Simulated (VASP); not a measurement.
# Ni (P6_3/mmc) in VASP: single point with PBEsol

Aim: the single point of Ni with PBEsol.

Program: VASP 6.6.1. These are calculated values, not measurements. Logs are shortened: lines on timing, memory, paths and dates and some standing lists are left out, and cuts for length are marked.

**1. The cell of the first run**

The structure is hexagonal, space group P6_3/mmc (No. 194). The conventional cell has a = 2.448 Å, b = 2.448 Å, c = 4.073 Å, α = 90.00°, β = 90.00°, γ = 120.00°. Ni (site symmetry -6m2) has 12 Ni at 2.45 to 2.48 Å within 3.2 Å.

**2. Single point, PBEsol, collinear spin, ferromagnetic start**

INCAR reads:

```
PREC     = Accurate       # precision mode
ENCUT    = 520            # plane-wave cutoff, eV
EDIFF    = 1E-6           # SCF threshold, eV
ISMEAR   = -1             # smearing method
SIGMA    = 0.1            # smearing width, eV
LREAL    = F              # projectors in reciprocal space
LASPH    = T              # aspherical terms in the spheres
NELM     = 150            # most SCF steps
ALGO     = Normal         # electronic algorithm
ISIF     = 2              # what is computed and relaxed
LWAVE    = F              # write WAVECAR
LCHARG   = F              # write CHGCAR
ISPIN    = 2              # spin polarisation
MAGMOM   = 1 1            # initial moments
LORBIT   = 11             # projections on sites
LMAXMIX  = 4              # l up to which the mixer works
GGA      = PS             # functional
NBANDS   = 21             # bands
```

KPOINTS reads:

```
regular mesh
0
Gamma
  16 16 9
```

POSCAR reads:

```
Ni
1.0
    2.4480200000      0.0000000000      0.0000000000
   -1.2240100000      2.1200500000      0.0000000000
    0.0000000000      0.0000000000      4.0728100000
Ni
2
Direct
    0.3333333333      0.6666666667      0.2500000000
    0.6666666667      0.3333333333      0.7500000000
```

Potentials or basis: VASP PAW PBE potentials, release 64 (Ni).

The run is started by

```
cat potpaw_PBE.64/Ni/POTCAR > POTCAR
mpirun -np 1 vasp_std > vasp.out
```

OUTCAR:

```text
PREC = Accurate
   ENCUT = 520
   EDIFF = 1E-6
   ISMEAR = -1
   LREAL = F
   LASPH = T
   NELM = 150
   ISIF = 2
   ISPIN = 2
   LORBIT = 11
   GGA = PS

 ion  position               nearest neighbor table
   1  0.333  0.667  0.250-   2 2.48   2 2.48   2 2.48   2 2.48   2 2.48   2 2.48
   2  0.667  0.333  0.750-   1 2.48   1 2.48   1 2.48   1 2.48   1 2.48   1 2.48

  LATTYP: Found a hexagonal cell.
 ALAT       =     2.4480200000
 C/A-ratio  =     1.6637159827

  Lattice vectors:

 A1 = (   2.4480200000,   0.0000000000,   0.0000000000)
 A2 = (  -1.2240100000,   2.1200500000,   0.0000000000)
 A3 = (   0.0000000000,   0.0000000000,   4.0728100000)

Analysis of symmetry for initial positions (statically):
=====================================================================
 Subroutine PRICEL returns:
 Original cell was already a primitive cell.

 Routine SETGRP: Setting up the symmetry group for a
 hexagonal supercell.

 Subroutine GETGRP returns: Found 24 space group operations
 (whereof 12 operations were pure point group operations)
 out of a pool of 24 trial point group operations.

The static configuration has the point symmetry D_3d.
 The point group associated with its full space group is D_6h.

Analysis of symmetry for dynamics (positions and initial velocities):
=====================================================================
 Subroutine PRICEL returns:
 Original cell was already a primitive cell.

 Routine SETGRP: Setting up the symmetry group for a
 hexagonal supercell.

 Subroutine GETGRP returns: Found 24 space group operations
 (whereof 12 operations were pure point group operations)
 out of a pool of 24 trial point group operations.

The dynamic configuration has the point symmetry D_3d.
 The point group associated with its full space group is D_6h.

Analysis of structural, dynamic, and magnetic symmetry:
=====================================================================
 Subroutine PRICEL returns:
 Original cell was already a primitive cell.

 Routine SETGRP: Setting up the symmetry group for a
 hexagonal supercell.

 Subroutine GETGRP returns: Found 24 space group operations
 (whereof 12 operations were pure point group operations)
 out of a pool of 24 trial point group operations.

The overall configuration has the point symmetry D_3d.
 The point group associated with its full space group is D_6h.

 Subroutine INISYM returns: Found 24 space group operations
 (whereof 12 operations are pure point group operations),
[... 115 lines left out ...]
     AMIX     =   0.40;   BMIX     =  1.00
     AMIX_MAG =   1.60;   BMIX_MAG =  1.00
  volume/ion in A,a.u.               =      10.57        71.32
  Fermi-wavevector in a.u.,A,eV,Ry     =   1.607187  3.037143 35.144532  2.583050
  Thomas-Fermi vector in A             =   2.703256
   LORBIT       =     11    0 simple, 1 ext, 2 COOP (PROOUT), +10 PAW based schemes
   GGA     = PS    functional components
   LHFCALC =     F    Hartree Fock is set to
   AEXX    =    0.0000 exact exchange contribution
   IVDW    =     0    specifies the selected vdW correction
   LEPSILON=     F    determine dielectric tensor
   LRPA    =     F    only Hartree local field effects (RPA)
 spin polarized calculation
  energy-cutoff  :      520.00
  volume of cell :       21.14
 maximum number of plane-waves:       586
   NGX =  9   NGY =  9   NGZ = 15

 number of electron      19.9999995 magnetization       1.2018792

 Free energy of the ion-electron system (eV)
  ---------------------------------------------------
  ext. energy  EPLUGINS =         0.00000000
  ---------------------------------------------------
  free energy    TOTEN  =       -12.27678311 eV

  energy without entropy =      -12.15406937  energy(sigma->0) =      -12.21542624

 E-fermi :   9.6144     XC(G=0): -13.6066

 val. band max:        9.6096258875   @ k =   0.1250   0.0625   0.2222
 cond. band min:       9.6148199873   @ k =   0.0000   0.0000   0.0000
 fundamental gap:      0.0051940998
 Fermi energy:         9.6143863292

 spin component 1

 k-point     1 :       0.0000    0.0000    0.0000
  band No.  band energies     occupation
      1       0.3377      1.00000
      2       4.5896      1.00000
      3       7.0700      1.00000
      4       7.2301      1.00000
      5       7.2301      1.00000
      6       7.4957      1.00000
[... 565 lines left out ...]
     20      38.9444      0.00000
     21      41.0603      0.00000

 [... further k-points ...]

 spin component 2

 k-point     1 :       0.0000    0.0000    0.0000
  band No.  band energies     occupation
      1       0.3331      1.00000
      2       4.9611      1.00000
      3       7.7182      1.00000
      4       7.8621      1.00000
      5       7.8621      1.00000
      6       8.1448      1.00000
[... 565 lines left out ...]
     20      39.0243      0.00000
     21      41.0395      0.00000

 [... further k-points ...]

------------------------ aborting loop because EDIFF is reached ----------------------------------------

  FORCE on cell =-STRESS in cart. coord.  units (eV):
  Direction    XX          YY          ZZ          XY          YZ          ZX
  --------------------------------------------------------------------------------------
  -------------------------------------------------------------------------------------
  Total       -0.2329967     -0.2329972     -0.7160087     -0.0000000     -0.0000000      0.0000000
  in kB      -17.6605853    -17.6606268    -54.2717338     -0.0000000     -0.0000000      0.0000000
  external PRESSURE =     -29.8643153 kB  Pullay stress =       0.0000000 kB

 VOLUME and BASIS-vectors are now :
 -----------------------------------------------------------------------------
  energy-cutoff  :      520.00
  volume of cell :       21.14
      direct lattice vectors                 reciprocal lattice vectors
     2.448020000  0.000000000  0.000000000     0.408493395  0.235843494  0.000000000
    -1.224010000  2.120050000  0.000000000     0.000000000  0.471686989  0.000000000
     0.000000000  0.000000000  4.072810000     0.000000000  0.000000000  0.245530727

 POSITION                                       TOTAL-FORCE (eV/Angst)
 -----------------------------------------------------------------------------------
     -0.00000      1.41337      1.01820         0.000000     -0.000000      0.000000
      1.22401      0.70668      3.05461        -0.000000      0.000000      0.000000
 -----------------------------------------------------------------------------------
    total drift:                               -0.000000      0.000000     -0.000000

  FREE ENERGIE OF THE ION-ELECTRON SYSTEM (eV)
  ---------------------------------------------------
  free  energy   TOTEN  =       -12.2767831074 eV

  energy  without entropy=      -12.1540693668  energy(sigma->0) =      -12.21542624

 total charge

# of ion       s       p       d       tot
------------------------------------------
    1        0.512   0.528   8.328   9.368
    2        0.512   0.528   8.328   9.368
--------------------------------------------------
tot          1.024   1.057  16.656  18.736

 magnetization (x)

# of ion       s       p       d       tot
------------------------------------------
    1       -0.005  -0.022   0.635   0.607
    2       -0.005  -0.022   0.635   0.607
--------------------------------------------------
tot         -0.010  -0.045   1.270   1.215
```

It took 67 s on 1 thread of AMD EPYC 7R13 (Zen 3), shared host; peak memory 0.17 GiB.

What came out:

- Free energy: -12.2768 eV
- Pressure: -3.0 GPa
- Net moment: 1.20 μB per cell
- Site moments: Ni +0.61 μB
- Valence electrons inside the program's atomic spheres: Ni 9.37

Stress tensor (GPa, compression positive):
```
-1.77  0.00  0.00
 0.00 -1.77  0.00
 0.00  0.00 -5.43
```

Caveat: the PAW data sets were made with another functional, which shifts forces and pressure a little.
